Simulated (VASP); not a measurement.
Input of a VASP 6.6.1 run:

INCAR

```
PREC     = Accurate       # precision mode
ENCUT    = 520            # plane-wave cutoff, eV
EDIFF    = 1E-7           # SCF threshold, eV
ISMEAR   = 0              # smearing method
SIGMA    = 0.1            # smearing width, eV
LREAL    = False          # projectors in reciprocal space
LASPH    = True           # aspherical terms in the spheres
NELM     = 60             # most SCF steps
ALGO     = Normal         # electronic algorithm
ISIF     = 2              # what is computed and relaxed
LWAVE    = False          # write WAVECAR
LCHARG   = False          # write CHGCAR
GGA      = PE             # functional
NBANDS   = 36             # bands
```

Contents of KPOINTS:

```
regular mesh
0
Gamma
  12 12 10
```

File POSCAR:

```
ScNb2O3
1.0
    5.5370271875      0.0000000000      0.0000000000
   -2.7685135937      4.7952062058      0.0000000000
    0.0000000000      0.0000000000      3.8471824200
Sc Nb O
1 2 3
Direct
    0.0000000000      0.0000000000      0.5000000000
    0.3333333333      0.6666666667      0.5000000000
    0.6666666667      0.3333333333      0.5000000000
    0.3333333333      0.6666666667      0.0000000000
    0.6666666667      0.3333333333      0.0000000000
    0.0000000000      0.0000000000      0.0000000000
```

Potentials or basis: VASP PAW PBE potentials, release 64 (Sc_sv, Nb_sv, O).

Command:

```bash
$ cat potpaw_PBE.64/Sc_sv/POTCAR potpaw_PBE.64/Nb_sv/POTCAR potpaw_PBE.64/O/POTCAR > POTCAR
$ mpirun -np 1 vasp_std > vasp.out
```

Problem. Estimate the pressure.

Solution. 0.1 GPa.

Problem. Estimate the band gap on the k mesh.

Solution. Zero (an odd number of electrons rules out a gap without spin polarisation).

Stress tensor (GPa, compression positive):
```
-0.12  0.00  0.00
 0.00 -0.12  0.00
 0.00  0.00  0.40
```

Caveat: an odd number of electrons without spin polarisation forces a metal; a magnetic or distorted state may lie lower.
